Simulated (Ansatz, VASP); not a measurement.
# BN: VASP beside Ansatz

```
B N
1.0
     2.39703    0.00000    0.00000
    -1.19851    2.15498    0.00000
     0.00000    0.00000    6.49527
B N
2 2
Direct
  0.33333 0.66667 0.25000
  0.66667 0.33333 0.75000
  0.33333 0.66667 0.75000
  0.66667 0.33333 0.25000
```

Change from the starting cell: normal strain along x -0.0367, normal strain along z +0.0000.

Alike in both runs: task relaxation of the atoms; functional LDA; k mesh 12 × 12 × 4; occupations gaussian, width 0.05 eV; no spin polarisation.

|  | VASP | Ansatz |
| --- | --- | --- |
| version | VASP 6.6.1 | Ansatz 0.2.0 |
| potentials or method | VASP PAW LDA potentials, release 64 (B, N), cutoff 520 eV | scalar-relativistic, plane waves, PAW |
| valence electrons in the cell | 16 | 16 |

|  | VASP | Ansatz | Ansatz less VASP |
| --- | --- | --- | --- |
| gap on the k mesh at the Fermi level, each at its own relaxed structure (eV) | 3.85 | 3.97 | +0.115 |

Ansatz warns that its potentials were made for another functional, while VASP's fit it. LDA's correlation is that of Perdew and Zunger in VASP and of Perdew and Wang (1992) in Ansatz. Ansatz's warnings: stress scf threshold loose.
